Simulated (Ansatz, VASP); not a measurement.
**Two plane-wave programs on Os**

The input INCAR:

```
SYSTEM = Os
PREC     = Accurate       ! precision mode
ENCUT    = 520            ! plane-wave cutoff, eV
EDIFF    = 1E-7           ! SCF threshold, eV
ISMEAR   = -4             ! smearing method
SIGMA    = 0.1            ! smearing width, eV
LREAL    = .FALSE.        ! projectors in reciprocal space
LASPH    = .TRUE.         ! aspherical terms in the spheres
NELM     = 100            ! most SCF steps
ALGO     = Normal         ! electronic algorithm
ISIF     = 2              ! what is computed and relaxed
LWAVE    = .FALSE.        ! write WAVECAR
LCHARG   = .FALSE.        ! write CHGCAR
GGA      = PE             ! functional
NBANDS   = 10             ! bands
```

Contents of KPOINTS:

```
Automatic mesh
0
G
  10 10 10
  0 0 0
```

POSCAR

```
Os
1.0
    0.0000000000      1.9220413878      1.9220413878
    1.9220413878      0.0000000000      1.9220413878
    1.9220413878      1.9220413878      0.0000000000
Os
1
Direct
    0.0000000000      0.0000000000      0.0000000000
```

Input for Ansatz:

```yaml
crystal:
  lattice:
    - [0.0, 1.9220413878, 1.9220413878]
    - [1.9220413878, 0.0, 1.9220413878]
    - [1.9220413878, 1.9220413878, 0.0]
  atoms:
    - { symbol: Os, position: [0.0, 0.0, 0.0] }
basis:
  ecutwfc: 420
kpoints:
  mp_grid: { grid: [10, 10, 10] }
hamiltonian:
  xc: pbe
scf:
  occupations: { method: tetrahedron_uncorrected }
output:
  forces: true
  stress: true
  eigenvalues: true
```

Alike in both runs: task single point; functional PBE; k mesh 10 × 10 × 10; no spin polarisation.

|  | VASP | Ansatz |
| --- | --- | --- |
| version | VASP 6.6.1 | Ansatz 0.2.0 |
| potentials or method | VASP PAW PBE potentials, release 64 (Os), cutoff 520 eV | scalar-relativistic, plane waves, PAW |
| occupations | tetrahedron | tetrahedron-uncorrected |
| valence electrons in the cell | 8 | 16 |

```tsv
	VASP	Ansatz	Ansatz less VASP
gap on the k mesh at the Fermi level (eV)	none	none	-
pressure (GPa)	5.5	5.5	+0.06
```

A gap of «none» marks a metal or a gap that the smearing closes. VASP's potentials hold 8 valence electrons a cell and Ansatz's 16, so a difference there can come from the potentials and not from the codes. Ansatz's warnings: band table not solved further.

Spin-orbit coupling is off throughout.
